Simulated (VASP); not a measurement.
Crystal: V.

```
CELL_PARAMETERS angstrom
-1.51390 1.51390 1.51390
1.51390 -1.51390 1.51390
1.51390 1.51390 -1.51390
ATOMIC_POSITIONS crystal
V 0.00000 0.00000 0.00000
```

Base run:

| Item | Value |
| --- | --- |
| Program | VASP 6.6.1 |
| Functional | r2SCAN |
| Potentials or basis | VASP PAW PBE potentials, release 64 (V_sv) |
| Cutoff | 520 eV |
| k mesh | 13 × 13 × 13 |
| Occupations | fermi-dirac, width 0.1 eV |
| Spin | collinear spin, ferromagnetic start |
| Starting moments | [1.2] μB |
| Fixed moment | 1.2 μB |

Its results: pressure 1.7 GPa; site moments V +1.02 μB.

Q: The run is repeated on the same cell with these changes: fixed moment from 1.2 μB to 0.15 μB; moments at the start from [1.2] to [0.15]. What comes out?

A: Pressure -7.0 GPa; site moments V +0.13 μB.

Caveats: the PAW data sets were made with another functional, which shifts forces and pressure a little; the total moment is fixed, so each spin has its own Fermi level.
